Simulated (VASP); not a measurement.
The system is CuSi4P3.

```
CELL_PARAMETERS angstrom
1.93579 1.11763 11.55433
-1.93579 1.11763 11.55433
0.00000 -2.23525 11.55433
ATOMIC_POSITIONS crystal
Si 0.75058 0.75058 0.75058
Si 0.49801 0.49801 0.49801
Si 0.25024 0.25024 0.25024
Si 0.06315 0.06315 0.06315
Cu 0.99450 0.99450 0.99450
P 0.81641 0.81641 0.81641
P 0.56323 0.56323 0.56323
P 0.31389 0.31389 0.31389
```

Base run:

* Program: VASP 6.6.1
* Functional: PBE
* Potentials or basis: VASP PAW PBE potentials, release 64 (Si, Cu, P)
* Cutoff: 520 eV
* k mesh: 6 × 6 × 6
* Occupations: gaussian, width 0.1 eV
* Spin: no spin polarisation

Its results: band gap on the k mesh zero (bands 21 and 22 overlap by 1.05 eV); pressure 0.6 GPa; largest force 0.742 eV/Å.

**Question.** The run is repeated on the same cell with these changes: functional from PBE to PBEsol; k mesh from 6 × 6 × 6 to 3 × 3 × 3. What comes out?

**Answer.** Band gap on the k mesh zero (bands 21 and 22 overlap by 0.89 eV); pressure -1.6 GPa; largest force 0.407 eV/Å.

Several settings changed at once.

Caveats: some runs use coarse meshes; the PAW data sets were made with another functional, which shifts forces and pressure a little (at least some runs).
